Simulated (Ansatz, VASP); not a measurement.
One calculation of Cs2Cl3, two programs

```
Cs Cl
1.0
     4.96454    0.00000    0.00000
    -2.48227    4.29942    0.00000
     0.00000    0.00000    7.72401
Cs Cl
2 3
Direct
  0.33333 0.66667 0.24500
  0.66667 0.33333 0.75500
  0.00000 0.00000 0.00000
  0.33333 0.66667 0.64500
  0.66667 0.33333 0.35500
```

Alike in both runs: task single point; functional r2SCAN; k mesh 6 × 6 × 4; occupations gaussian, width 0.1 eV; no spin polarisation.

|  | VASP | Ansatz |
| --- | --- | --- |
| version | VASP 6.6.1 | Ansatz 0.2.0 |
| potentials or method | VASP PAW PBE potentials, release 64 (Cs_sv, Cl), cutoff 520 eV | scalar-relativistic, plane waves, PAW |
| valence electrons in the cell | 39 | 39 |

|  | VASP | Ansatz | Ansatz less VASP |
| --- | --- | --- | --- |
| gap on the k mesh at the Fermi level (eV) | none | none | - |
| pressure (GPa) | 7.0 | 6.9 | -0.10 |
| traceless stress, the component that is largest in VASP (GPa) | -1.43 | -1.40 | +0.030 |
| rms of the force components (eV/Å) | 0.460 | 0.453 | -0.0071 |

VASP's potentials were made for PBE, not for r2SCAN. Atom by atom the forces differ by 0.007 eV/Å (rms over components). A gap of «none» marks a metal or a gap that the smearing closes.

Neither program's run includes spin-orbit coupling.
